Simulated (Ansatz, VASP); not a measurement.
**Two plane-wave programs on MgO**

Contents of INCAR:

```
SYSTEM = MgO
ALGO = Normal
EDIFF = 1E-6
ENCUT = 520
GGA = PS
ISIF = 2
ISMEAR = 0
LASPH = .True.
LCHARG = .False.
LREAL = .False.
LWAVE = .False.
NBANDS = 16
NELM = 60
PREC = Accurate
SIGMA = 0.02
```

The input KPOINTS:

```
k-points
0
Gamma
  9 9 6
  0 0 0
```

Contents of POSCAR:

```
MgO
1.0
    3.2645872885      0.0661557397     -0.0027454632
   -1.5750010931      2.8602819052     -0.0027236858
   -0.0041357918     -0.0071255208      4.8627443929
Mg O
2 2
Direct
    0.3012328310      0.6573171349      0.0070368940
    0.6573171349      0.3012328310      0.5070368940
    0.3415058372      0.6999441969      0.3975631060
    0.6999441969      0.3415058372      0.8975631060
```

Input for Ansatz:

```yaml
crystal:
  lattice:
    - [3.2645872885, 0.0661557397, -0.0027454632]
    - [-1.5750010931, 2.8602819052, -0.0027236858]
    - [-0.0041357918, -0.0071255208, 4.8627443929]
  atoms:
    - { symbol: Mg, position: [0.301232831, 0.6573171349, 0.007036894] }
    - { symbol: Mg, position: [0.6573171349, 0.301232831, 0.507036894] }
    - { symbol: O, position: [0.3415058372, 0.6999441969, 0.397563106] }
    - { symbol: O, position: [0.6999441969, 0.3415058372, 0.897563106] }
basis:
  ecutwfc: 420
kpoints:
  mp_grid: { grid: [9, 9, 6] }
hamiltonian:
  xc: pbesol
scf:
  occupations: { method: gaussian, width: 0.02 }
output:
  forces: true
  stress: true
  eigenvalues: true
```

Alike in both runs: task single point; functional PBEsol; k mesh 9 × 9 × 6; occupations gaussian, width 0.02 eV; no spin polarisation.

|  | VASP | Ansatz |
| --- | --- | --- |
| version | VASP 6.6.1 | Ansatz 0.2.0 |
| potentials or method | VASP PAW PBE potentials, release 64 (Mg, O), cutoff 520 eV | scalar-relativistic, plane waves, PAW |
| valence electrons in the cell | 16 | 32 |

```tsv
	VASP	Ansatz	Ansatz less VASP
gap on the k mesh at the Fermi level (eV)	3.48	3.48	0.000
least direct gap on the mesh (eV)	3.48	3.48	0.000
pressure (GPa)	7.1	7.2	+0.11
traceless stress, the component that is largest in VASP (GPa)	5.68	5.55	-0.131
rms of the force components (eV/Å)	1.264	1.242	-0.0226
```

VASP's potentials were made for PBE, not for PBEsol. Atom by atom the forces differ by 0.023 eV/Å (rms over components). With one functional, cell and mesh, what is left measures potentials, basis and numerics. VASP's potentials hold 16 valence electrons a cell and Ansatz's 32, so a difference there can come from the potentials and not from the codes. Ansatz's warnings: near symmetry operations not taken.
